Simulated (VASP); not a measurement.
# KI (wurtzite type) (P6_3/mmc) in VASP: electric field gradients with PBE

Aim: the electric field gradients of KI (wurtzite type) with PBE.

Program: VASP 6.6.1. These are calculated values, not measurements. Logs are shortened: lines on timing, memory, paths and dates and some standing lists are left out, and cuts for length are marked.

### 1 The cell of the first run

Symmetry: P6_3/mmc, No. 194, hexagonal system. The conventional cell has a = 6.086 Å, b = 6.086 Å, c = 7.119 Å, α = 90.00°, β = 90.00°, γ = 120.00°. Within 4.6 Å of K (site symmetry -6m2) lie 5 I at 3.51 to 3.56 Å. Within 4.6 Å of I (site symmetry -6m2) lie 5 K at 3.51 to 3.56 Å.

### 2 Electric field gradients, PBE

Contents of INCAR:

```
SYSTEM = KI
PREC     = Accurate       ! precision mode
ENCUT    = 520            ! plane-wave cutoff, eV
EDIFF    = 1E-8           ! SCF threshold, eV
ISMEAR   = -1             ! smearing method
SIGMA    = 0.05           ! smearing width, eV
LREAL    = .False.        ! projectors in reciprocal space
LASPH    = .True.         ! aspherical terms in the spheres
NELM     = 80             ! most SCF steps
ALGO     = Normal         ! electronic algorithm
ISIF     = 2              ! what is computed and relaxed
LWAVE    = .False.        ! write WAVECAR
LCHARG   = .False.        ! write CHGCAR
GGA      = PE             ! functional
LEFG     = .True.       
NBANDS   = 24             ! bands
```

Contents of KPOINTS:

```
Automatic mesh
0
Gamma
  8 8 5
  0 0 0
```

Contents of POSCAR:

```
KI
1.0
    6.0861433935      0.0000000000      0.0000000000
   -3.0430716968      5.2707547898      0.0000000000
    0.0000000000      0.0000000000      7.1187877264
K I
2 2
Direct
    0.3333333333      0.6666666667     -0.0620062688
    0.6666666667      0.3333333333      0.4379937312
    0.3333333333      0.6666666667      0.4380062688
    0.6666666667      0.3333333333      0.9380062688
```

Potentials or basis: VASP PAW PBE potentials, release 64 (K_sv, I).

On the command line:

```bash
$ cat potpaw_PBE.64/K_sv/POTCAR potpaw_PBE.64/I/POTCAR > POTCAR
$ mpirun -np 1 vasp_std > vasp.out
```

OUTCAR:

```text
SYSTEM = KI
   PREC = Accurate
   ENCUT = 520
   EDIFF = 1E-8
   ISMEAR = -1
   LREAL = .False.
   LASPH = .True.
   NELM = 80
   ISIF = 2
   GGA = PE

 ion  position               nearest neighbor table
   1  0.333  0.667  0.938-   4 3.51   4 3.51   4 3.51   3 3.56   3 3.56
   2  0.667  0.333  0.438-   3 3.51   3 3.51   3 3.51   4 3.56   4 3.56
   3  0.333  0.667  0.438-   2 3.51   2 3.51   2 3.51   1 3.56   1 3.56
   4  0.667  0.333  0.938-   1 3.51   1 3.51   1 3.51   2 3.56   2 3.56

  LATTYP: Found a hexagonal cell.
 ALAT       =     6.0861433935
 C/A-ratio  =     1.1696713774

  Lattice vectors:

 A1 = (   6.0861433935,   0.0000000000,   0.0000000000)
 A2 = (  -3.0430716968,   5.2707547898,   0.0000000000)
 A3 = (   0.0000000000,   0.0000000000,   7.1187877264)

Analysis of symmetry for initial positions (statically):
=====================================================================
 Subroutine PRICEL returns:
 Original cell was already a primitive cell.

 Routine SETGRP: Setting up the symmetry group for a
 hexagonal supercell.

 Subroutine GETGRP returns: Found 12 space group operations
 (whereof  6 operations were pure point group operations)
 out of a pool of 24 trial point group operations.

The static configuration has the point symmetry C_3v.
 The point group associated with its full space group is C_6v.

Analysis of symmetry for dynamics (positions and initial velocities):
=====================================================================
 Subroutine PRICEL returns:
 Original cell was already a primitive cell.

 Routine SETGRP: Setting up the symmetry group for a
 hexagonal supercell.

 Subroutine GETGRP returns: Found 12 space group operations
 (whereof  6 operations were pure point group operations)
 out of a pool of 24 trial point group operations.

The dynamic configuration has the point symmetry C_3v.
 The point group associated with its full space group is C_6v.

 Subroutine INISYM returns: Found 12 space group operations
 (whereof  6 operations are pure point group operations),
 and found     1 'primitive' translations

----------------------------------------------------------------------------------------
[... 136 lines left out ...]

 Free energy of the ion-electron system (eV)
  ---------------------------------------------------
  ext. energy  EPLUGINS =         0.00000000
  ---------------------------------------------------
  free energy    TOTEN  =       -10.97153447 eV

  energy without entropy =      -10.97153447  energy(sigma->0) =      -10.97153447

 E-fermi :  -0.4551     XC(G=0):  -6.0468

 val. band max:       -1.5797188799   @ k =   0.0000   0.0000   0.0000
 cond. band min:       2.1714894379   @ k =   0.0000   0.0000   0.0000
 fundamental gap:      3.7512083178
 Fermi energy:        -0.4550988932

 k-point     1 :       0.0000    0.0000    0.0000
  band No.  band energies     occupation
      1     -30.2624      2.00000
      2     -30.2605      2.00000
      3     -13.7695      2.00000
      4     -13.7681      2.00000
      5     -13.7681      2.00000
      6     -13.7550      2.00000
[... 637 lines left out ...]
     23       5.7761      0.00000
     24       5.8774      0.00000

 [... further k-points ...]
[... 5 lines left out ...]
  --------------------------------------------------------------------------------------
  -------------------------------------------------------------------------------------
  Total        0.0422677      0.0422677      0.0244489     -0.0000000      0.0000000      0.0000000
  in kB        0.2965504      0.2965504      0.1715332     -0.0000000      0.0000000      0.0000000
  external PRESSURE =       0.2548780 kB  Pullay stress =       0.0000000 kB

 VOLUME and BASIS-vectors are now :
 -----------------------------------------------------------------------------
  energy-cutoff  :      520.00
  volume of cell :      228.36
      direct lattice vectors                 reciprocal lattice vectors
     6.086143394  0.000000000  0.000000000     0.164307663  0.094863074  0.000000000
    -3.043071697  5.270754790  0.000000000     0.000000000  0.189726147  0.000000000
     0.000000000  0.000000000  7.118787726     0.000000000  0.000000000  0.140473356

 POSITION                                       TOTAL-FORCE (eV/Angst)
 -----------------------------------------------------------------------------------
     -0.00000      3.51384      6.67738        -0.000000     -0.000000      0.000098
      3.04307      1.75692      3.11798         0.000000      0.000000      0.000098
     -0.00000      3.51384      3.11807        -0.000000      0.000000     -0.000098
      3.04307      1.75692      6.67747         0.000000     -0.000000     -0.000098
 -----------------------------------------------------------------------------------
    total drift:                               -0.000000      0.000000      0.000271

  FREE ENERGIE OF THE ION-ELECTRON SYSTEM (eV)
  ---------------------------------------------------
  free  energy   TOTEN  =       -10.9715344706 eV

  energy  without entropy=      -10.9715344706  energy(sigma->0) =      -10.97153447

 Electric field gradients (V/A^2)
---------------------------------------------------------------------
 ion       V_xx      V_yy      V_zz      V_xy      V_xz      V_yz
---------------------------------------------------------------------
   1       1.804     1.805    -3.609     0.001    -0.000     0.000
   2       1.804     1.805    -3.609     0.001     0.000    -0.000
   3      -3.946    -3.946     7.893     0.000     0.000    -0.000
   4      -3.946    -3.946     7.893     0.000    -0.000     0.000
---------------------------------------------------------------------

 Electric field gradients after diagonalization (V/A^2)
 (convention: |V_zz| > |V_xx| > |V_yy|)
----------------------------------------------------------------------
 ion       V_xx      V_yy      V_zz     asymmetry (V_yy - V_xx)/ V_zz
----------------------------------------------------------------------
   1       1.805     1.804    -3.609       0.000
   2       1.805     1.804    -3.609       0.000
   3      -3.947    -3.946     7.893       0.000
   4      -3.947    -3.946     7.893       0.000
----------------------------------------------------------------------

           NMR quadrupolar parameters

 Cq : quadrupolar parameter    Cq=e*Q*V_zz/h
 eta: asymmetry parameters     (V_yy - V_xx)/ V_zz
 Q  : nuclear electric quadrupole moment in mb (millibarn)
----------------------------------------------------------------------
 ion       Cq(MHz)       eta       Q (mb)
----------------------------------------------------------------------
   1      -0.009       0.000       1.000
   2      -0.009       0.000       1.000
   3       0.019       0.000       1.000
   4       0.019       0.000       1.000
----------------------------------------------------------------------
```

Run time: 1.9 min. Hardware: 1 thread of Intel Xeon 6975P-C (Granite Rapids), shared host; peak memory 0.42 GiB.

What came out:

```yaml
Free_energy: -10.9715 eV
Pressure: 0.0 GPa
Band_gap_on_the_k_mesh: 3.75 eV
Largest_electric_field_gradient_by_atom: K -3.6; I +7.9 V/Å²
```

Electric field gradients, principal values (V/Å²):
```
atom   least  middle  greatest (by size)
 1 K   1.804   1.805              -3.609
 2 K   1.804   1.805              -3.609
 3 I  -3.946  -3.947               7.893
 4 I  -3.946  -3.947               7.893
```

Caveat: without QUAD_EFG the Cq values of the log hold for a quadrupole moment of 1 mb, not for the nuclei; spin-orbit coupling is left out, which moves the levels of the heavy elements; an odd mesh through Γ misses points on the zone boundary, where band edges can lie.
